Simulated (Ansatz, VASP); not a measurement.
# VH2 in VASP and in Ansatz

```
V H
1.0
     0.00000    2.09375    2.09375
     2.09375    0.00000    2.09375
     2.09375    2.09375    0.00000
V H
1 2
Direct
  0.00000 0.00000 0.00000
  0.25000 0.25000 0.25000
  0.75000 0.75000 0.75000
```

Alike in both runs: functional r2SCAN; k mesh 16 × 16 × 16; occupations gaussian, width 0.1 eV; collinear spin.

Ansatz relaxed the structure, and its values are those at the end. VASP's run is a single point on that final structure, the one shown.

|  | VASP | Ansatz |
| --- | --- | --- |
| version | VASP 6.6.1 | Ansatz 0.2.0 |
| potentials or method | VASP PAW PBE potentials, release 64 (V_sv, H), cutoff 520 eV | scalar-relativistic, plane waves, PAW |
| valence electrons in the cell | 15 | 15 |

```tsv
	VASP	Ansatz	Ansatz less VASP
gap on the k mesh at the Fermi level (eV)	none	none	-
pressure (GPa)	0.4	0.0	-0.41
net moment per atom (μB)	0.00	0.00	0.000
```

VASP's potentials were made for PBE, not for r2SCAN. A gap of «none» marks a metal or a gap that the smearing closes. Ansatz's warnings: seeded moment not kept.
